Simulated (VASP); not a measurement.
Here is a VASP 6.6.1 calculation.

INCAR

```
SYSTEM = SnSe
ALGO     = Normal         ! electronic algorithm
EDIFF    = 1E-6           ! SCF threshold, eV
ENCUT    = 520            ! plane-wave cutoff, eV
GGA      = PS             ! functional
ISIF     = 2              ! what is computed and relaxed
ISMEAR   = -1             ! smearing method
LASPH    = .TRUE.         ! aspherical terms in the spheres
LCHARG   = .TRUE.         ! write CHGCAR
LELF     = .TRUE.         ! ELF
LREAL    = .FALSE.        ! projectors in reciprocal space
LVHAR    = .TRUE.       
LWAVE    = .FALSE.        ! write WAVECAR
NBANDS   = 17             ! bands
NELM     = 80             ! most SCF steps
PREC     = Accurate       ! precision mode
SIGMA    = 0.02           ! smearing width, eV
```

KPOINTS

```
k-points
0
G
  6 6 6
  0 0 0
```

Contents of POSCAR:

```
SnSe
1.0
    0.0000000000      3.3275557458      3.3275557458
    3.3275557458      0.0000000000      3.3275557458
    3.3275557458      3.3275557458      0.0000000000
Sn Se
1 1
Direct
    0.0000000000      0.0000000000      0.0000000000
    0.2500000000      0.2500000000      0.2500000000
```

Potentials or basis: VASP PAW PBE potentials, release 64 (Sn_d, Se).

The run is started by

```sh
$ cat potpaw_PBE.64/Sn_d/POTCAR potpaw_PBE.64/Se/POTCAR > POTCAR
$ mpirun -np 1 vasp_std > vasp.out
```

Question: Predict the pressure.

Answer: 0.0 GPa.

Question: Estimate the band gap on the k mesh.

Answer: Zero (band 10 reaches 3.02 eV, above the bottom of band 11 at 3.01 eV).

Caveat: the PAW data sets were made with another functional, which shifts forces and pressure a little; spin-orbit coupling is left out, which moves the levels of the heavy elements.
